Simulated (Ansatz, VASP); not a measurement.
# Au: VASP beside Ansatz

```
Au
1.0
    -1.66288    1.66288    1.66288
     1.66288   -1.66288    1.66288
     1.66288    1.66288   -1.66288
Au
1
Direct
  0.00000 0.00000 0.00000
```

Alike in both runs: task single point; functional PBE; k mesh 20 × 20 × 20; occupations fermi-dirac, width 0.15 eV; no spin polarisation.

|  | VASP | Ansatz |
| --- | --- | --- |
| version | VASP 6.6.1 | Ansatz 0.2.0 |
| potentials or method | VASP PAW PBE potentials, release 64 (Au), cutoff 520 eV | scalar-relativistic, plane waves, PAW |
| valence electrons in the cell | 11 | 19 |

Ansatz gave:

```
gap on the k mesh at the Fermi level (eV) : none
pressure (GPa)                            : -2.6
```

Task: What did VASP give for the same quantities?

Result: gap on the k mesh at the Fermi level (eV): none; pressure (GPa): -2.7.

A gap of «none» marks a metal or a gap that the smearing closes. VASP's potentials hold 11 valence electrons a cell and Ansatz's 19, so a difference there can come from the potentials and not from the codes.

Spin-orbit coupling is off throughout.
